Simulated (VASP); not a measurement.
Input of a VASP 6.6.1 run:

INCAR

```
SYSTEM = Ti
PREC = Accurate ; ENCUT = 520
EDIFF = 1E-8 ; ISMEAR = -1
SIGMA = 0.08 ; LREAL = .FALSE.
LASPH = .TRUE. ; NELM = 80
ALGO = Normal ; ISIF = 2
LWAVE = .FALSE. ; LCHARG = .FALSE.
GGA = PS ; LEFG = .TRUE.
NBANDS = 19
```

File KPOINTS:

```
Automatic mesh
0
G
  13 13 7
  0 0 0
```

POSCAR

```
Ti
1.0
    2.9499978604      0.0000000000      0.0000000000
   -1.4749989302      2.5547730882      0.0000000000
    0.0000000000      0.0000000000      4.5454200000
Ti
2
Direct
    0.3333333333      0.6666666667      0.2500000000
    0.6666666667      0.3333333333      0.7500000000
```

Potentials or basis: VASP PAW PBE potentials, release 64 (Ti_sv).

Command:

```sh
$ cat potpaw_PBE.64/Ti_sv/POTCAR > POTCAR
$ mpirun -np 1 vasp_std > vasp.out
```

Q: What does it give for the pressure?

A: -2.8 GPa.

Q: What does it give for the band gap on the k mesh?

A: Zero (band 12 reaches 9.10 eV, above the bottom of band 13 at 8.00 eV).

Electric field gradients, principal values (V/Å²):
```csv
atom,least,middle,greatest (by size)
1 Ti,-11.856,-11.856,23.712
2 Ti,-11.856,-11.856,23.712
```

Caveat: the cell differs from its parent crystal (zz strain of -3 %); without QUAD_EFG the Cq values of the log hold for a quadrupole moment of 1 mb, not for the nuclei; the PAW data sets were made with another functional, which shifts forces and pressure a little.
